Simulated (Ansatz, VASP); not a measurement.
# NaCl in VASP and in Ansatz

```xyz
2
Lattice="0.0000 2.6052 2.9450 2.6052 0.0000 2.9450 2.6052 2.6052 0.0000" Properties=species:S:1:pos:R:3 pbc="T T T"
Na    0.0000    0.0000    0.0000
Cl    2.6052    2.6052    2.9450
```

Change from the starting cell: strain -0.080 along x and y, +0.040 along z, atoms carried along.

Alike in both runs: task single point; functional r2SCAN; k mesh 8 × 8 × 8; occupations gaussian, width 0.05 eV; no spin polarisation.

|  | VASP | Ansatz |
| --- | --- | --- |
| version | VASP 6.6.1 | Ansatz 0.2.0 |
| potentials or method | VASP PAW PBE potentials, release 64 (Na_pv, Cl), cutoff 520 eV | scalar-relativistic, plane waves, PAW |
| valence electrons in the cell | 14 | 16 |

VASP gave:

```
gap on the k mesh at the Fermi level (eV)                     : 6.40
least direct gap on the mesh (eV)                             : 6.40
pressure (GPa)                                                : 4.4
traceless stress, the component that is largest in VASP (GPa) : -5.50
```

Question: Estimate Ansatz's values.

Answer: gap on the k mesh at the Fermi level (eV): 6.39; least direct gap on the mesh (eV): 6.39; pressure (GPa): 4.7; traceless stress, the component that is largest in VASP (GPa): -5.55.

VASP's potentials were made for PBE, not for r2SCAN. With one functional, cell and mesh, what is left measures potentials, basis and numerics. VASP's potentials hold 14 valence electrons a cell and Ansatz's 16, so a difference there can come from the potentials and not from the codes.
